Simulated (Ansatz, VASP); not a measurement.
BN: VASP beside Ansatz

The input POSCAR:

```
BN
1.0
    1.2675858000      0.7318410028      3.4173202092
   -1.2675858000      0.7318410028      3.4173202092
    0.0000000000     -1.4636820056      3.4173202092
N B
1 1
Direct
    0.6672382000      0.6672382000      0.6672382000
    0.0003288000      0.0003288000      0.0003288000
```

INCAR.step1

```
SYSTEM = BN
ALGO = Normal ; EDIFF = 1E-5
ENCUT = 520 ; GGA = PE
ISIF = 2 ; ISMEAR = -1
LASPH = .True. ; LCHARG = .False.
LREAL = .False. ; LWAVE = .True.
NBANDS = 11 ; NELM = 60
PREC = Accurate ; SIGMA = 0.05
```

The input INCAR.step2:

```
SYSTEM = BN
AEXX = 0.25 ; ALGO = Normal
EDIFF = 1E-7 ; ENCUT = 520
GGA = PE ; ISIF = 2
ISMEAR = -1 ; ISTART = 1
LASPH = .True. ; LCHARG = .False.
LHFCALC = .True. ; LREAL = .False.
LWAVE = .False. ; NBANDS = 11
NELM = 60 ; PREC = Accurate
PRECFOCK = Normal ; SIGMA = 0.05
```

Contents of KPOINTS:

```
k-points
0
Gamma
  6 6 6
  0 0 0
```

The input input.yaml:

```yaml
crystal:
  lattice:
    - [1.2675858, 0.7318410028, 3.4173202092]
    - [-1.2675858, 0.7318410028, 3.4173202092]
    - [0.0, -1.4636820056, 3.4173202092]
  atoms:
    - { symbol: "N", position: [0.6672382, 0.6672382, 0.6672382] }
    - { symbol: B, position: [0.0003288, 0.0003288, 0.0003288] }
hamiltonian:
  xc: pbe0
  pseudopotentials: { kind: paw }
kpoints:
  mp_grid: { grid: [6, 6, 6] }
scf:
  occupations: { method: fermi_dirac, width: 0.05 }
output:
  forces: true
  stress: true
  eigenvalues: true
```

Alike in both runs: task single point; functional PBE0; k mesh 6 × 6 × 6; occupations fermi-dirac, width 0.05 eV; no spin polarisation.

|  | VASP | Ansatz |
| --- | --- | --- |
| version | VASP 6.6.1 | Ansatz 0.2.0 |
| potentials or method | VASP PAW PBE potentials, release 64 (N, B) | Ansatz PAW |
| plane-wave cutoff (eV) | 520 | 420 |
| valence electrons in the cell | 8 | 8 |

```tsv
	VASP	Ansatz	Ansatz less VASP
gap on the k mesh at the Fermi level (eV)	6.27	6.25	-0.016
least direct gap on the mesh (eV)	6.77	6.75	-0.017
pressure (GPa)	-10.2	-10.4	-0.16
traceless stress, the component that is largest in VASP (GPa)	11.49	11.87	+0.380
rms of the force components (eV/Å)	0.005	0.005	-0.0002
```

Atom by atom the forces differ by 0.000 eV/Å (rms over components). With one functional, cell and mesh, what is left measures potentials, basis and numerics.

The k mesh is coarse, so the values compare programs but aren't converged.
